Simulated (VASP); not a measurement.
A run of VASP 6.6.1:

File INCAR:

```
SYSTEM = PbS
ALGO = Normal
EDIFF = 1E-6
EDIFFG = -0.01
ENCUT = 600
GGA = PS
IBRION = 2
ISIF = 3
ISMEAR = -1
LASPH = .TRUE.
LCHARG = .FALSE.
LREAL = .FALSE.
LWAVE = .FALSE.
NELM = 100
NSW = 60
PREC = Accurate
SIGMA = 0.05
```

KPOINTS

```
k-points
0
G
  7 7 6
  0 0 0
```

POSCAR

```
PbS
1.0
    2.0799526950     -5.9912968650      0.0000000000
    2.0799526950      5.9912968650      0.0000000000
    0.0000000000      0.0000000000      4.2793209400
Pb S
2 2
Direct
    0.1305633500      0.8694366500      0.2500000000
    0.8694366500      0.1305633500      0.7500000000
    0.3547970900      0.6452029100      0.2500000000
    0.6452029100      0.3547970900      0.7500000000
```

Potentials or basis: VASP PAW PBE potentials, release 64 (Pb_d, S).

Run with:

```console
$ cat potpaw_PBE.64/Pb_d/POTCAR potpaw_PBE.64/S/POTCAR > POTCAR
$ mpirun -np 1 vasp_std > vasp.out
```

Hardware: 1 thread of Oxide Virtual Turin-like Processor (shared host).

**Question.** How long does it take, and how much memory?

**Answer.** It took 57 min on 1 thread of Oxide Virtual Turin-like Processor (shared host), peak memory 0.4 GiB. Counts: scf iterations 100, k points 64, ion steps 15.
